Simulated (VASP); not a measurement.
HfNbTe4: relaxation of cell and atoms with PBE

HfNbTe4:

```
CELL_PARAMETERS angstrom
5.15176 0.00000 0.00000
0.00000 5.15176 0.00000
0.00000 0.00000 7.31990
ATOMIC_POSITIONS crystal
Hf 0.00000 0.00000 0.50000
Nb 0.50000 0.50000 0.00000
Te 0.00000 0.50000 0.25794
Te 0.50000 0.00000 0.25794
Te 0.00000 0.50000 0.74206
Te 0.50000 0.00000 0.74206
```

The cell was built from a structure type or drawn by symmetry, and may not be a known phase.

| Item | Value |
| --- | --- |
| Program | VASP 6.6.1 |
| Task | relaxation of cell and atoms |
| Functional | PBE |
| Potentials or basis | VASP PAW PBE potentials, release 64 (Hf_pv, Nb_sv, Te) |
| Cutoff | 600 eV |
| k mesh | 4 × 4 × 4 |
| Occupations | gaussian, width 0.1 eV |
| Spin | no spin polarisation |
| Dipole correction | no |
| Further INCAR settings | ALGO = Normal; EDIFF = 1e-06; IBRION = 2; EDIFFG = -0.04; NSW = 90; ISIF = 3 |

* Relaxed volume: 28.48 Å³/atom
* Relaxed cell: a = 4.957 Å, b = 4.957 Å, c = 6.953 Å, α = 90.00°, β = 90.00°, γ = 90.00°
* Space group after relaxing (to 0.1 Å): P4/mmm (No. 123)
* Energy gained by relaxing: 119.9 meV/atom
* Ionic steps: 8
* Pressure after relaxing: -0.1 GPa
* Largest force after relaxing: 0.013 eV/Å
* Band gap on the k mesh: zero (an odd number of electrons rules out a gap without spin polarisation)

Forces in eV/Å, atoms in the order of the input:
```
Hf   0.000  0.000  0.000
Nb   0.000  0.000  0.000
Te   0.000  0.000 -0.013
Te   0.000  0.000 -0.013
Te   0.000  0.000  0.013
Te   0.000  0.000  0.013
```

Stress tensor (GPa, compression positive):
```
-0.20  0.00  0.00
 0.00 -0.20  0.00
 0.00  0.00  0.11
```

The path:
```csv
step,energy change (eV),largest force (eV/Å),pressure (GPa),volume (Å³)
1,0.0000,0.6629,-6.68,194.27
2,-0.3938,0.8337,6.25,158.75
3,-0.5875,0.7938,0.43,170.43
4,-0.6807,0.4366,0.36,170.07
5,-0.7172,0.0025,0.41,169.65
6,-0.7173,0.0209,0.41,169.67
7,-0.7185,0.0075,-0.42,171.70
8,-0.7195,0.0127,-0.10,170.87
```

Final structure:
```xyz
6
Lattice="4.9574 0.0000 0.0000 0.0000 4.9574 0.0000 0.0000 0.0000 6.9529" Properties=species:S:1:pos:R:3 pbc="T T T"
Hf    0.0000    0.0000    3.4765
Nb    2.4787    2.4787    0.0000
Te    0.0000    2.4787    1.6940
Te    2.4787    0.0000    1.6940
Te    0.0000    2.4787    5.2589
Te    2.4787    0.0000    5.2589
```

Levels at points of the mesh, in eV from the Fermi level:
```csv
k point,band 20,band 21,band 22,band 23,band 24,band 25,band 26,band 27
"(0.00, 0.00, 0.00)",-0.67,-0.30,-0.26,-0.26,-0.10,-0.06,0.70,1.59
"(0.50, 0.00, 0.00)",-1.85,-1.77,-0.81,-0.50,-0.18,0.49,0.52,1.14
"(0.50, 0.50, 0.00)",-1.37,-1.24,-0.85,-0.47,0.40,0.75,1.47,1.50
"(0.00, 0.00, 0.50)",-0.78,-0.78,-0.64,-0.64,-0.20,-0.02,0.12,0.53
"(0.50, 0.00, 0.50)",-2.47,-2.45,-2.34,-2.27,-0.13,0.01,0.33,0.44
"(0.50, 0.50, 0.50)",-1.64,-1.13,-0.10,0.38,0.50,1.00,1.03,1.13
```

Run time: 11 min on 1 thread of Intel(R) Xeon(R) Platinum 8488C (Sapphire Rapids), on a shared host, peak memory 0.42 GiB.

Caveat: spin-orbit coupling is left out, which moves the levels of the heavy elements.
